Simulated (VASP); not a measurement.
Here is a VASP 6.6.1 calculation.

The input INCAR:

```
SYSTEM = TePb
  PREC = Accurate
  ENCUT = 520
  EDIFF = 1E-6
  ISMEAR = -1
  SIGMA = 0.02
  LREAL = .FALSE.
  LASPH = .TRUE.
  NELM = 100
  ALGO = Normal
  ISIF = 2
  LWAVE = .FALSE.
  LCHARG = .FALSE.
  GGA = PE
  NBANDS = 28
```

Contents of KPOINTS:

```
regular mesh
0
G
  6 6 4
  0 0 0
```

Contents of POSCAR:

```
TePb
1.0
    3.2835709897      3.2835709897      0.0000000000
   -3.2835709897      3.2835709897      0.0000000000
    0.0000000000      0.0000000000      6.5671419794
Pb Te
2 2
Direct
    0.0000000000      0.0000000000      0.0000000000
    0.5000000000      0.5000000000      0.5000000000
    0.5000000000      0.5000000000      0.0000000000
    0.0000000000      0.0000000000      0.5000000000
```

Potentials or basis: VASP PAW PBE potentials, release 64 (Pb_d, Te).

Run with:

```console
$ cat potpaw_PBE.64/Pb_d/POTCAR potpaw_PBE.64/Te/POTCAR > POTCAR
$ mpirun -np 1 vasp_std > vasp.out
```

Q: Estimate the pressure.

A: 0.0 GPa.

Q: Predict the band gap on the k mesh.

A: 0.83 eV.

Caveat: spin-orbit coupling is left out, which moves the levels of the heavy elements. A k mesh can miss the band edges.
